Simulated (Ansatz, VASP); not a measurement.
Given: the input of a run of Ansatz 0.2.0 on SiO.

Contents of input.yaml:

```yaml
crystal:
  lattice:
    - [2.80697, 0.0, 0.0]
    - [0.0, 2.80697, 0.0]
    - [0.0, 0.0, 2.80697]
  atoms:
    - { symbol: Si, position: [0.0, 0.0, 0.0] }
    - { symbol: O, position: [0.5, 0.5, 0.5] }
hamiltonian:
  xc: rpbe
  pseudopotentials: { kind: paw }
kpoints:
  mp_grid: { grid: [9, 9, 9] }
scf:
  occupations: { method: fermi_dirac, width: 0.05 }
output:
  forces: true
  stress: true
  eigenvalues: true
relax:
  f_tol: 0.01
  max_steps: 40
  cell: { stress_tol: 0.05 }
```

Potentials or basis: Ansatz PAW.

Command:

```bash
$ ansatz run input.yaml --threads 2 --pin off --max-ram 5632MiB --backend cpu --events-out ev --progress --plain --runs-dir out
```

Q: Translate it to VASP 6.6.1. Potentials there: VASP PAW PBE potentials, release 64 (Si, O).

A: As run (the cutoff follows the program's own potentials):

File INCAR:

```
SYSTEM = SiO
ALGO = Normal ; EDIFF = 1E-6
EDIFFG = -0.01 ; ENCUT = 600
GGA = RP ; IBRION = 2
ISIF = 3 ; ISMEAR = -1
LASPH = .True. ; LCHARG = .False.
LREAL = .False. ; LWAVE = .False.
NELM = 100 ; NSW = 60
PREC = Accurate ; SIGMA = 0.05
```

Contents of KPOINTS:

```
k-points
0
Gamma
  9 9 9
  0 0 0
```

File POSCAR:

```
SiO
1.0
    2.8069700000      0.0000000000      0.0000000000
    0.0000000000      2.8069700000      0.0000000000
    0.0000000000      0.0000000000      2.8069700000
Si O
1 1
Direct
    0.0000000000      0.0000000000      0.0000000000
    0.5000000000      0.5000000000      0.5000000000
```

Potentials or basis: VASP PAW PBE potentials, release 64 (Si, O).

The run is started by

```bash
$ cat potpaw_PBE.64/Si/POTCAR potpaw_PBE.64/O/POTCAR > POTCAR
$ mpirun -np 1 vasp_std > vasp.out
```

Both were run:

|  | VASP | Ansatz | Ansatz less VASP |
| --- | --- | --- | --- |
| gap on the k mesh at the Fermi level, each at its own relaxed structure (eV) | none | none | - |
| relaxed volume (Å³/atom) | 11.27 | 11.30 | +0.031 |
| relaxed cell length with the largest relative difference (Å) | 2.825 | 2.827 | +0.0026 |

VASP's potentials were made for PBE, not for RPBE. A gap of «none» marks a metal or a gap that the smearing closes.

Noted on Ansatz's run: the plane-wave basis is chosen anew once the cell has moved, so the energies of steps on either side of that aren't comparable.
